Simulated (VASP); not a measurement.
# Ga (Cmce) in VASP: a series of runs

Runs on Ga. Level: revPBE. Tasks: single point.

Everything below comes from runs of VASP 6.6.1. Logs are shortened: lines on timing, memory, paths and dates and some standing lists are left out, and cuts for length are marked.

### Step 1. The cell of the first run

The structure is orthorhombic, space group Cmce (No. 64). Conventional cell: a = 4.671 Å, b = 7.818 Å, c = 4.586 Å, α = 90.00°, β = 90.00°, γ = 90.00°. Within 3.4 Å of Ga (site symmetry m) lie 7 Ga at 2.56 to 2.86 Å.

### Step 2. Single point, revPBE

INCAR

```
SYSTEM = Ga
ALGO = Normal
EDIFF = 1E-6
ENCUT = 520
GGA = RE
ISIF = 2
ISMEAR = -1
LASPH = .True.
LCHARG = .False.
LREAL = .False.
LWAVE = .False.
NBANDS = 34
NELM = 80
PREC = Accurate
SIGMA = 0.1
```

KPOINTS

```
k-points
0
Gamma
  10 10 9
  0 0 0
```

POSCAR

```
Ga
1.0
    2.3354746722     -3.9090875424      0.0000000000
    2.3354746722      3.9090875424      0.0000000000
    0.0000000000      0.0000000000      4.5855970268
Ga
4
Direct
    0.8439416661      0.1560583339      0.0826813058
    0.6560583339      0.3439416661      0.5826813058
    0.1560583339      0.8439416661      0.9173186942
    0.3439416661      0.6560583339      0.4173186942
```

Potentials or basis: VASP PAW PBE potentials, release 64 (Ga_d).

Command:

```bash
$ cat potpaw_PBE.64/Ga_d/POTCAR > POTCAR
$ mpirun -np 1 vasp_std > vasp.out
```

OUTCAR:

```text
SYSTEM = Ga
   EDIFF = 1E-6
   ENCUT = 520
   GGA = RE
   ISIF = 2
   ISMEAR = -1
   LASPH = .True.
   LREAL = .False.
   NELM = 80
   PREC = Accurate

 ion  position               nearest neighbor table
   1  0.844  0.156  0.083-   3 2.56   2 2.72   2 2.72   4 2.79   4 2.79   3 2.86   3 2.86
   2  0.656  0.344  0.583-   4 2.56   1 2.72   1 2.72   3 2.79   3 2.79   4 2.86   4 2.86
   3  0.156  0.844  0.917-   1 2.56   4 2.72   4 2.72   2 2.79   2 2.79   1 2.86   1 2.86
   4  0.344  0.656  0.417-   2 2.56   3 2.72   3 2.72   1 2.79   1 2.79   2 2.86   2 2.86

  LATTYP: Found a base centered orthorhombic cell.
 ALAT       =     4.6709493444
 B/A-ratio  =     1.6737871701
 C/A-ratio  =     0.9817269871

  Lattice vectors:

 A1 = (   2.3354746722,  -3.9090875424,   0.0000000000)
 A2 = (   2.3354746722,   3.9090875424,   0.0000000000)
 A3 = (   0.0000000000,   0.0000000000,   4.5855970268)

Analysis of symmetry for initial positions (statically):
=====================================================================
 Subroutine PRICEL returns:
 Original cell was already a primitive cell.

 Routine SETGRP: Setting up the symmetry group for a
 base centered orthorhombic supercell.

 Subroutine GETGRP returns: Found  8 space group operations
 (whereof  4 operations were pure point group operations)
 out of a pool of  8 trial point group operations.

The static configuration has the point symmetry C_2h.
 The point group associated with its full space group is D_2h.

Analysis of symmetry for dynamics (positions and initial velocities):
=====================================================================
 Subroutine PRICEL returns:
 Original cell was already a primitive cell.

 Routine SETGRP: Setting up the symmetry group for a
 base centered orthorhombic supercell.

 Subroutine GETGRP returns: Found  8 space group operations
 (whereof  4 operations were pure point group operations)
 out of a pool of  8 trial point group operations.

The dynamic configuration has the point symmetry C_2h.
 The point group associated with its full space group is D_2h.

 Subroutine INISYM returns: Found  8 space group operations
 (whereof  4 operations are pure point group operations),
 and found     1 'primitive' translations

----------------------------------------------------------------------------------------

                                     Primitive cell

  volume of cell :      83.7291

  direct lattice vectors                    reciprocal lattice vectors
     2.335474672 -3.909087542  0.000000000     0.214089241 -0.127907087  0.000000000
[... 91 lines left out ...]
   LREAL  =      F    real-space projection
   EDIFFG = 0.1E-04   stopping-criterion for IOM
   NSW    =      0    number of steps for IOM
   IBRION =     -1    ionic relax: 0-MD 1-quasi-New 2-CG
   NFREE  =      0    steps in history (QN), initial steepest desc. (CG)
   ISIF   =      2    stress and relaxation
   ISYM   =      2    0-nonsym 1-usesym 2-fastsym
   POTIM  = 0.5000    time-step for ionic-motion
   TEBEG  =    0.0;   TEEND  =   0.0 temperature during run
   PSTRESS=    0.0 pullay stress
   NELECT =      52.0000    total number of electrons
   NUPDOWN=      -1.0000    fix difference up-down
   EMIN   =  10.00;   EMAX   =-10.00  energy-range for DOS
   EFERMI =   0.00;   METHOD = LEGACY
   ISMEAR =    -1;   SIGMA  =   0.10  broadening in eV -4-tet -1-fermi 0-gaus
   EFERMI_NEDOS =   21; number of points for ismear=-14 and -15
   IALGO  =     38    algorithm
   IMIX   =      4    mixing-type and parameters
     AMIX     =   0.40;   BMIX     =  1.00
     AMIX_MAG =   1.60;   BMIX_MAG =  1.00
  volume/ion in A,a.u.               =      20.93       141.26
  Fermi-wavevector in a.u.,A,eV,Ry     =   1.396745  2.639465 26.543560  1.950897
  Thomas-Fermi vector in A             =   2.520069
   LORBIT       =      0    0 simple, 1 ext, 2 COOP (PROOUT), +10 PAW based schemes
   GGA     = RE    functional components
   LHFCALC =     F    Hartree Fock is set to
   AEXX    =    0.0000 exact exchange contribution
   IVDW    =     0    specifies the selected vdW correction
   LEPSILON=     F    determine dielectric tensor
   LRPA    =     F    only Hartree local field effects (RPA)
 non-spin polarized calculation
  energy-cutoff  :      520.00
  volume of cell :       83.73
 maximum number of plane-waves:      2277
 NGX is ok and might be reduce to    36
   NGX = 17   NGY = 17   NGZ = 17

 number of electron      52.0000023 magnetization

 Free energy of the ion-electron system (eV)
  ---------------------------------------------------
  ext. energy  EPLUGINS =         0.00000000
  ---------------------------------------------------
  free energy    TOTEN  =       -10.46268272 eV

  energy without entropy =      -10.42787705  energy(sigma->0) =      -10.44527989

 E-fermi :   4.5287     XC(G=0): -10.2205

 val. band max:        4.5189759835   @ k =   0.1000  -0.0000   0.0000
 cond. band min:       4.5470032804   @ k =   0.5000   0.5000   0.3333
 fundamental gap:      0.0280272969
 Fermi energy:         4.5286577743

 k-point     1 :       0.0000    0.0000    0.0000
  band No.  band energies     occupation
      1     -10.5103      2.00000
      2     -10.5093      2.00000
      3     -10.4889      2.00000
      4     -10.4710      2.00000
      5     -10.4424      2.00000
      6     -10.4275      2.00000
[... 877 lines left out ...]
     33      12.9792      0.00000
     34      13.2709      0.00000

 [... further k-points ...]

------------------------ aborting loop because EDIFF is reached ----------------------------------------

  FORCE on cell =-STRESS in cart. coord.  units (eV):
  Direction    XX          YY          ZZ          XY          YZ          ZX
  --------------------------------------------------------------------------------------
  -------------------------------------------------------------------------------------
  Total       -0.0370678      0.0507304      0.1830996      0.0000000     -0.0000000      0.0000000
  in kB       -0.7093012      0.9707390      3.5036569      0.0000000     -0.0000000      0.0000000
  external PRESSURE =       1.2550315 kB  Pullay stress =       0.0000000 kB

 VOLUME and BASIS-vectors are now :
 -----------------------------------------------------------------------------
  energy-cutoff  :      520.00
  volume of cell :       83.73
      direct lattice vectors                 reciprocal lattice vectors
     2.335474672 -3.909087542  0.000000000     0.214089241 -0.127907087  0.000000000
     2.335474672  3.909087542  0.000000000     0.214089241  0.127907087  0.000000000
     0.000000000  0.000000000  4.585597027     0.000000000  0.000000000  0.218074112

 POSITION                                       TOTAL-FORCE (eV/Angst)
 -----------------------------------------------------------------------------------
      2.33547     -2.68900      0.37914         0.000000      0.022295      0.001029
      2.33547     -1.22009      2.67194         0.000000     -0.022295      0.001029
      2.33547      2.68900      4.20645         0.000000     -0.022295     -0.001029
      2.33547      1.22009      1.91366         0.000000      0.022295     -0.001029
 -----------------------------------------------------------------------------------
    total drift:                                0.000000     -0.000000     -0.000000

  FREE ENERGIE OF THE ION-ELECTRON SYSTEM (eV)
  ---------------------------------------------------
  free  energy   TOTEN  =       -10.4626827199 eV

  energy  without entropy=      -10.4278770523  energy(sigma->0) =      -10.44527989
```

stdout:

```text
POSCAR found type information on POSCAR Ga
 POSCAR found :  1 types and       4 ions
 scaLAPACK will be used
 -----------------------------------------------------------------------------
|                                                                             |
|                                                                             |
|     You enforced a specific xc type in the INCAR file but a different       |
|     I HOPE YOU KNOW WHAT YOU ARE DOING!                                     |
|                                                                             |
 -----------------------------------------------------------------------------

 LDA part: xc-table for (Slater+PW92), standard interpolation
 POSCAR, INCAR and KPOINTS ok, starting setup
 FFT: planning ... GRIDC
 FFT: planning ... GRID_SOFT
 FFT: planning ... GRID
 WAVECAR not read
 entering main loop
```

Run time: 6.6 min. Hardware: 1 thread of AMD EPYC 7R13 (Zen 3), shared host; peak memory 0.38 GiB.

Results:

| Quantity | Value |
| --- | --- |
| Free energy | -10.4627 eV |
| Pressure | 0.1 GPa |
| Largest force | 0.022 eV/Å |
| Band gap on the k mesh | zero (band 26 reaches 4.76 eV, above the bottom of band 27 at 3.79 eV) |

Forces in eV/Å, atoms in the order of the input:
```
Ga   0.000  0.022  0.001
Ga   0.000 -0.022  0.001
Ga   0.000 -0.022 -0.001
Ga   0.000  0.022 -0.001
```

Caveat: the PAW data sets were made with another functional, which shifts forces and pressure a little.

### Step 3. Single point, revPBE (volume scaled by 1.04)

INCAR

```
ALGO = Normal
EDIFF = 1E-6
ENCUT = 520
GGA = RE
ISIF = 2
ISMEAR = -1
LASPH = T
LCHARG = F
LREAL = F
LWAVE = F
NBANDS = 34
NELM = 60
PREC = Accurate
SIGMA = 0.1
```

KPOINTS

```
k-points
0
Gamma
  10 10 9
```

POSCAR

```
Ga
1.0
    2.3662081266     -3.9605288039      0.0000000000
    2.3662081266      3.9605288039      0.0000000000
    0.0000000000      0.0000000000      4.6459407499
Ga
4
Direct
    0.8439416661      0.1560583339      0.0826813058
    0.6560583339      0.3439416661      0.5826813058
    0.1560583339      0.8439416661      0.9173186942
    0.3439416661      0.6560583339      0.4173186942
```

Potentials or basis: VASP PAW PBE potentials, release 64 (Ga_d).

Command:

```bash
$ cat potpaw_PBE.64/Ga_d/POTCAR > POTCAR
$ mpirun -np 1 vasp_std > vasp.out
```

Wall time 4.6 min (1 thread of AMD EPYC 7R13 (Zen 3), shared host); peak memory 0.39 GiB.

Results (log left out):

* Free energy: -10.4477 eV
* Pressure: -1.5 GPa
* Largest force: 0.043 eV/Å
* Band gap on the k mesh: zero (band 26 reaches 4.46 eV, above the bottom of band 27 at 3.48 eV)

Forces in eV/Å, atoms in the order of the input:
```
Ga   0.000  0.043 -0.002
Ga   0.000 -0.043 -0.002
Ga   0.000 -0.043  0.002
Ga   0.000  0.043  0.002
```

Stress tensor (GPa, compression positive):
```
-1.58  0.00  0.00
 0.00 -1.55  0.00
 0.00  0.00 -1.25
```

Levels at points of the mesh, in eV from the Fermi level:
| k point | band 23 | band 24 | band 25 | band 26 | band 27 | band 28 | band 29 | band 30 |
| --- | --- | --- | --- | --- | --- | --- | --- | --- |
| (0.00, 0.00, 0.00) | -3.38 | -2.16 | -1.54 | -0.55 | 0.80 | 0.91 | 1.09 | 4.53 |
| (0.50, 0.00, 0.00) | -3.35 | -3.35 | -1.06 | -1.06 | 0.82 | 0.82 | 3.76 | 3.76 |
| (0.50, 0.50, 0.00) | -4.32 | -2.93 | -1.65 | -1.22 | 1.16 | 1.43 | 2.85 | 3.66 |

Caveat: the PAW data sets were made with another functional, which shifts forces and pressure a little.
